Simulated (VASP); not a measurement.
A run of VASP 6.6.1 is set up as follows.

Contents of INCAR:

```
PREC = Accurate ; ENCUT = 520
EDIFF = 1E-6 ; ISMEAR = 0
SIGMA = 0.1 ; LREAL = F
LASPH = T ; NELM = 100
ALGO = Normal ; ISIF = 2
LWAVE = F ; LCHARG = T
GGA = PE ; LELF = T
LVHAR = T ; NBANDS = 22
```

KPOINTS

```
Automatic mesh
0
Gamma
  12 12 4
```

File POSCAR:

```
K2Li2C
1.0
    3.9322479288      0.0000000000      0.0000000000
   -1.9661239644      3.4054266003      0.0000000000
    0.0000000000      0.0000000000      9.7672269586
K Li C
2 2 1
Direct
    0.3333333333      0.6666666667      0.7229815560
    0.6666666667      0.3333333333      0.2770184440
    0.3333333333      0.6666666667      0.0297587436
    0.6666666667      0.3333333333      0.9702412564
    0.0000000000      0.0000000000      0.0000000000
```

Potentials or basis: VASP PAW PBE potentials, release 64 (K_sv, Li_sv, C).

Command:

```console
$ cat potpaw_PBE.64/K_sv/POTCAR potpaw_PBE.64/Li_sv/POTCAR potpaw_PBE.64/C/POTCAR > POTCAR
$ mpirun -np 1 vasp_std > vasp.out
```

Estimate the band gap on the k mesh.

zero (bands 14 and 15 overlap by 0.86 eV).

Estimate the largest force.

0.005 eV/Å.

Forces in eV/Å, atoms in the order of the input:
```
K    0.000  0.000 -0.005
K    0.000  0.000  0.005
Li   0.000  0.000  0.004
Li   0.000  0.000 -0.004
C    0.000  0.000  0.000
```
